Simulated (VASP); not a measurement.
Input of a VASP 6.6.1 run:

POSCAR

```
KCl
1.0
    5.3438034984      0.0000000000      0.0000000000
   -2.6719017492      4.6278695824      0.0000000000
    0.0000000000      0.0000000000      6.2391671764
K Cl
2 2
Direct
    0.3333333333      0.6666666667     -0.0625000000
    0.6666666667      0.3333333333      0.4375000000
    0.3333333333      0.6666666667      0.4375000000
    0.6666666667      0.3333333333      0.9375000000
```

Contents of INCAR.step1:

```
SYSTEM = KCl
PREC = Accurate
ENCUT = 520
ISMEAR = 0
SIGMA = 0.01
LREAL = .False.
LASPH = .True.
NELM = 100
NBANDS = 24
GGA = PE
ALGO = Normal
EDIFF = 1E-4
LWAVE = .True.
LCHARG = .False.
```

Contents of INCAR.step2:

```
SYSTEM = KCl
PREC = Accurate
ENCUT = 520
EDIFF = 1E-6
ISMEAR = 0
SIGMA = 0.01
LREAL = .False.
LASPH = .True.
NELM = 100
ALGO = Normal
ISIF = 2
LWAVE = .False.
LCHARG = .False.
METAGGA = R2SCAN
LMIXTAU = .True.
NBANDS = 24
ISTART = 1
```

File KPOINTS:

```
regular mesh
0
Gamma
  6 6 4
  0 0 0
```

Potentials or basis: VASP PAW PBE potentials, release 64 (K_sv, Cl).

Command:

```bash
$ cat potpaw_PBE.64/K_sv/POTCAR potpaw_PBE.64/Cl/POTCAR > POTCAR
$ cp INCAR.step1 INCAR
$ mpirun -np 1 vasp_std > vasp.out
$ cp INCAR.step2 INCAR
$ mpirun -np 1 vasp_std > vasp.out
```

(1) Estimate the band gap on the k mesh.

(2) Predict the pressure.

## Answers

(1) 5.36 eV.

(2) 0.0 GPa.

Caveat: the structure was generated, so it needn't be the stable form of KCl; the PAW data sets were made with another functional, which shifts forces and pressure a little.
